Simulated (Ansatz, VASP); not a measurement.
# NbP: VASP beside Ansatz

```
CELL_PARAMETERS angstrom
0.00000 2.10858 2.10858
2.10858 0.00000 2.10858
2.10858 2.10858 0.00000
ATOMIC_POSITIONS crystal
Nb 0.00000 0.00000 0.00000
P 0.25000 0.25000 0.25000
```

Change from the starting cell: volume scaled by 0.43, PAW files.

Alike in both runs: task single point; functional PBE; k mesh 12 × 12 × 12; occupations fermi-dirac, width 0.08 eV; no spin polarisation.

|  | VASP | Ansatz |
| --- | --- | --- |
| version | VASP 6.6.1 | Ansatz 0.2.0 |
| potentials or method | VASP PAW PBE potentials, release 64 (Nb_sv, P) | PAW with Ansatz's default frozen-core files, scalar-relativistic |
| plane-wave cutoff (eV) | 500 | 420 |
| valence electrons in the cell | 18 | 18 |

```csv
,VASP,Ansatz,Ansatz less VASP
pressure (GPa),418.2,419.9,+1.69
```

Both programs put the cell under a high pressure, so it lies far from rest at this level. With one functional, cell and mesh, what is left measures potentials, basis and numerics.

Noted on VASP's run: the cell as given lies far from equilibrium.
